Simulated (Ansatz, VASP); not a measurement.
# CuB5 in VASP and in Ansatz

```
Cu B
1.0
     3.29647    0.00000    0.00000
    -1.64824    2.85483    0.00000
     0.00000    0.00000    6.40965
Cu B
1 5
Direct
  0.00000 0.00000 0.50000
  0.50000 0.00000 0.00000
  0.00000 0.50000 0.00000
  0.50000 0.50000 0.00000
  0.00000 0.00000 0.81025
  0.00000 0.00000 0.18975
```

Alike in both runs: task relaxation of cell and atoms; functional PBE; k mesh 12 × 12 × 6; occupations gaussian, width 0.1 eV; no spin polarisation.

|  | VASP | Ansatz |
| --- | --- | --- |
| version | VASP 6.6.1 | Ansatz 0.2.0 |
| potentials or method | VASP PAW PBE potentials, release 64 (Cu, B), cutoff 600 eV | scalar-relativistic, plane waves, PAW |
| valence electrons in the cell | 26 | 34 |

```tsv
	VASP	Ansatz	Ansatz less VASP
gap on the k mesh at the Fermi level, each at its own relaxed structure (eV)	none	none	-
relaxed volume (Å³/atom)	10.04	10.03	-0.007
relaxed length of the cell vector where the two differ most in proportion (Å)	3.310	3.310	-0.0008
```

A gap of «none» marks a metal or a gap that the smearing closes. VASP's potentials hold 26 valence electrons a cell and Ansatz's 34, so a difference there can come from the potentials and not from the codes.
